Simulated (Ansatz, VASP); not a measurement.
# Mg2SO in VASP and in Ansatz

```
Mg S O
1.0
     1.68318    0.97179    5.54638
    -1.68318    0.97179    5.54638
     0.00000   -1.94357    5.54638
Mg S O
2 1 1
Cartesian
  0.0000 0.0000 3.9689
  0.0000 0.0000 12.6702
  0.0000 0.0000 0.0000
  0.0000 0.0000 8.3196
```

Alike in both runs: task single point; functional PBE; k mesh 9 × 9 × 9; occupations gaussian, width 0.01 eV; no spin polarisation.

|  | VASP | Ansatz |
| --- | --- | --- |
| version | VASP 6.6.1 | Ansatz 0.2.0 |
| potentials or method | VASP PAW PBE potentials, release 64 (Mg, S, O), cutoff 520 eV | scalar-relativistic, plane waves, PAW |
| valence electrons in the cell | 16 | 32 |

```tsv
	VASP	Ansatz	Ansatz less VASP
gap on the k mesh at the Fermi level (eV)	0.92	0.95	+0.028
least direct gap on the mesh (eV)	0.92	0.95	+0.028
```

VASP's potentials hold 16 valence electrons a cell and Ansatz's 32, so a difference there can come from the potentials and not from the codes.
